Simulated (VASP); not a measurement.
# Ca (Pm-3m) in VASP: single point with LDA

Aim: the single point of Ca with LDA.

Everything below comes from runs of VASP 6.6.1. Logs are shortened: lines on timing, memory, paths and dates and some standing lists are left out, and cuts for length are marked.

### Step 1. The cell of the first run

The structure is cubic, space group Pm-3m (No. 221). Conventional cell: a = 4.972 Å, b = 4.972 Å, c = 4.972 Å, α = 90.00°, β = 90.00°, γ = 90.00°.

This isn't the form of Ca at room conditions, which is fcc.

### Step 2. Single point, LDA

File INCAR:

```
ALGO = Normal
EDIFF = 1E-6
ENCUT = 500
GGA_COMPAT = False
ISIF = 2
ISMEAR = -1
LASPH = True
LCHARG = False
LREAL = False
LWAVE = False
NBANDS = 11
NELM = 120
PREC = Accurate
SIGMA = 0.1
```

File KPOINTS:

```
k-points
0
Gamma
  5 5 5
```

File POSCAR:

```
Ca
1.0
    4.9720590000      0.0000000000      0.0000000000
    0.0000000000      4.9720590000      0.0000000000
    0.0000000000      0.0000000000      4.9720590000
Ca
1
Direct
    0.5000000000      0.5000000000      0.5000000000
```

Potentials or basis: VASP PAW LDA potentials, release 64 (Ca_sv).

Launch:

```bash
> cat potpaw_LDA.64/Ca_sv/POTCAR > POTCAR
> mpirun -np 1 vasp_std > vasp.out
```

OUTCAR:

```text
EDIFF = 1E-6
   ENCUT = 500
   ISIF = 2
   ISMEAR = -1
   LASPH = True
   LREAL = False
   NELM = 120
   PREC = Accurate

 ion  position               nearest neighbor table
   1  0.500  0.500  0.500-

  LATTYP: Found a simple cubic cell.
 ALAT       =     4.9720590000

  Lattice vectors:

 A1 = (   4.9720590000,   0.0000000000,   0.0000000000)
 A2 = (   0.0000000000,   4.9720590000,   0.0000000000)
 A3 = (   0.0000000000,   0.0000000000,   4.9720590000)

Analysis of symmetry for initial positions (statically):
=====================================================================
 Subroutine PRICEL returns:
 Original cell was already a primitive cell.

 Routine SETGRP: Setting up the symmetry group for a
 simple cubic supercell.

 Subroutine GETGRP returns: Found 48 space group operations
 (whereof 48 operations were pure point group operations)
 out of a pool of 48 trial point group operations.

The static configuration has the point symmetry O_h .

Analysis of symmetry for dynamics (positions and initial velocities):
=====================================================================
 Subroutine PRICEL returns:
 Original cell was already a primitive cell.

 Routine SETGRP: Setting up the symmetry group for a
 simple cubic supercell.

 Subroutine GETGRP returns: Found 48 space group operations
 (whereof 48 operations were pure point group operations)
 out of a pool of 48 trial point group operations.

The dynamic configuration has the point symmetry O_h .

 Subroutine INISYM returns: Found 48 space group operations
 (whereof 48 operations are pure point group operations),
 and found     1 'primitive' translations

----------------------------------------------------------------------------------------

                                     Primitive cell

  volume of cell :     122.9161

  direct lattice vectors                    reciprocal lattice vectors
     4.972059000  0.000000000  0.000000000     0.201123921  0.000000000  0.000000000
     0.000000000  4.972059000  0.000000000     0.000000000  0.201123921  0.000000000
     0.000000000  0.000000000  4.972059000     0.000000000  0.000000000  0.201123921

  length of vectors
     4.972059000  4.972059000  4.972059000     0.201123921  0.201123921  0.201123921

  position of ions in fractional coordinates (direct lattice)
     0.500000000  0.500000000  0.500000000

[... 63 lines left out ...]
   NSW    =      0    number of steps for IOM
   IBRION =     -1    ionic relax: 0-MD 1-quasi-New 2-CG
   NFREE  =      0    steps in history (QN), initial steepest desc. (CG)
   ISIF   =      2    stress and relaxation
   ISYM   =      2    0-nonsym 1-usesym 2-fastsym
   POTIM  = 0.5000    time-step for ionic-motion
   TEBEG  =    0.0;   TEEND  =   0.0 temperature during run
   PSTRESS=    0.0 pullay stress
   NELECT =      10.0000    total number of electrons
   NUPDOWN=      -1.0000    fix difference up-down
   EMIN   =  10.00;   EMAX   =-10.00  energy-range for DOS
   EFERMI =   0.00;   METHOD = LEGACY
   ISMEAR =    -1;   SIGMA  =   0.10  broadening in eV -4-tet -1-fermi 0-gaus
   EFERMI_NEDOS =   21; number of points for ismear=-14 and -15
   IALGO  =     38    algorithm
   IMIX   =      4    mixing-type and parameters
     AMIX     =   0.40;   BMIX     =  1.00
     AMIX_MAG =   1.60;   BMIX_MAG =  1.00
  volume/ion in A,a.u.               =     122.92       829.48
  Fermi-wavevector in a.u.,A,eV,Ry     =   0.709368  1.340512  6.846501  0.503204
  Thomas-Fermi vector in A             =   1.795932
   LORBIT       =      0    0 simple, 1 ext, 2 COOP (PROOUT), +10 PAW based schemes
   GGA     = CA    functional components
   LHFCALC =     F    Hartree Fock is set to
   AEXX    =    0.0000 exact exchange contribution
   IVDW    =     0    specifies the selected vdW correction
   LEPSILON=     F    determine dielectric tensor
   LRPA    =     F    only Hartree local field effects (RPA)
 non-spin polarized calculation
  energy-cutoff  :      500.00
  volume of cell :      122.92
 maximum number of plane-waves:      3143
   NGX = 19   NGY = 19   NGZ = 19

 number of electron      10.0000002 magnetization

 Free energy of the ion-electron system (eV)
  ---------------------------------------------------
  ext. energy  EPLUGINS =         0.00000000
  ---------------------------------------------------
  free energy    TOTEN  =        -0.69216165 eV

  energy without entropy =       -0.64581236  energy(sigma->0) =       -0.66898700

 E-fermi :  -0.9626     XC(G=0):  -5.0346

 val. band max:       -1.3463019617   @ k =   0.4000   0.4000   0.2000
 cond. band min:      -0.9101475434   @ k =   0.4000   0.0000   0.0000
 fundamental gap:      0.4361544183
 Fermi energy:        -0.9625976814

 k-point     1 :       0.0000    0.0000    0.0000
  band No.  band energies     occupation
      1     -44.4986      2.00000
      2     -25.7125      2.00000
      3     -25.7125      2.00000
      4     -25.7125      2.00000
      5      -3.3227      2.00000
      6      -0.4572      0.01269
      7      -0.4572      0.01269
      8       0.4364      0.00000
      9       0.4364      0.00000
     10       0.4364      0.00000
     11       2.7727      0.00000
[... 113 lines left out ...]
 k-point    10 :       0.4000    0.4000    0.4000
  band No.  band energies     occupation
      1     -44.4983      2.00000
      2     -25.7153      2.00000
      3     -25.7152      2.00000
      4     -25.7152      2.00000
      5      -0.6954      0.12927
      6      -0.3065      0.00283
      7      -0.3065      0.00283
      8      -0.1490      0.00059
      9       0.2871      0.00001
     10       0.2871      0.00001
     11       1.2191      0.00000

------------------------ aborting loop because EDIFF is reached ----------------------------------------

  FORCE on cell =-STRESS in cart. coord.  units (eV):
  Direction    XX          YY          ZZ          XY          YZ          ZX
  --------------------------------------------------------------------------------------
  -------------------------------------------------------------------------------------
  Total       -1.2172113     -1.2172113     -1.2172113      0.0000000      0.0000000     -0.0000000
  in kB      -15.8660109    -15.8660109    -15.8660109      0.0000000      0.0000000     -0.0000000
  external PRESSURE =     -15.8660109 kB  Pullay stress =       0.0000000 kB

 VOLUME and BASIS-vectors are now :
 -----------------------------------------------------------------------------
  energy-cutoff  :      500.00
  volume of cell :      122.92
      direct lattice vectors                 reciprocal lattice vectors
     4.972059000  0.000000000  0.000000000     0.201123921  0.000000000  0.000000000
     0.000000000  4.972059000  0.000000000     0.000000000  0.201123921  0.000000000
     0.000000000  0.000000000  4.972059000     0.000000000  0.000000000  0.201123921

 POSITION                                       TOTAL-FORCE (eV/Angst)
 -----------------------------------------------------------------------------------
      2.48603      2.48603      2.48603         0.000000      0.000000      0.000000
 -----------------------------------------------------------------------------------
    total drift:                                0.000000      0.000000      0.000000

  FREE ENERGIE OF THE ION-ELECTRON SYSTEM (eV)
  ---------------------------------------------------
  free  energy   TOTEN  =        -0.6921616457 eV

  energy  without entropy=       -0.6458123584  energy(sigma->0) =       -0.66898700
```

OSZICAR:

```text
N       E                     dE             d eps       ncg     rms          rms(c)
DAV:   1     0.478192319881E+02    0.47819E+02   -0.47860E+03   276   0.661E+02
DAV:   2     0.279293501794E+01   -0.45026E+02   -0.44795E+02   238   0.164E+02
DAV:   3    -0.602281150031E+00   -0.33952E+01   -0.33517E+01   429   0.301E+01
DAV:   4    -0.681022786446E+00   -0.78742E-01   -0.78531E-01   271   0.494E+00
DAV:   5    -0.686090217351E+00   -0.50674E-02   -0.50593E-02   380   0.798E-01    0.148E+00
DAV:   6    -0.690104346859E+00   -0.40141E-02   -0.28365E-03   259   0.608E-01    0.890E-01
DAV:   7    -0.692032209116E+00   -0.19279E-02   -0.70916E-03   327   0.931E-01    0.843E-02
DAV:   8    -0.692116870216E+00   -0.84661E-04   -0.76294E-04   334   0.142E-01    0.238E-02
DAV:   9    -0.692153382893E+00   -0.36513E-04   -0.92737E-05   305   0.780E-02    0.537E-03
DAV:  10    -0.692160103865E+00   -0.67210E-05   -0.72570E-06   334   0.172E-02    0.268E-03
DAV:  11    -0.692161684009E+00   -0.15801E-05   -0.26917E-06   267   0.944E-03    0.465E-04
DAV:  12    -0.692161645678E+00    0.38331E-07   -0.64447E-08   155   0.176E-03
   1 F= -.69216165E+00 E0= -.66898700E+00  d E =-.463493E-01
```

Run time: 7.5 s. Hardware: 1 thread of AMD EPYC 7R13 (Zen 3), shared host; peak memory 0.14 GiB.

What came out:

```
Free energy            : -0.6922 eV
Pressure               : -1.6 GPa
Band gap on the k mesh : zero (bands 5 and 6 overlap by 0.21 eV)
```

Levels at points of the mesh, in eV from the Fermi level:
| k point | band 2 | band 3 | band 4 | band 5 | band 6 | band 7 | band 8 | band 9 |
| --- | --- | --- | --- | --- | --- | --- | --- | --- |
| (0.00, 0.00, 0.00) | -24.75 | -24.75 | -24.75 | -2.36 | 0.51 | 0.51 | 1.40 | 1.40 |

The gap in the log of VASP goes by the Fermi energy; the results here count the filled bands.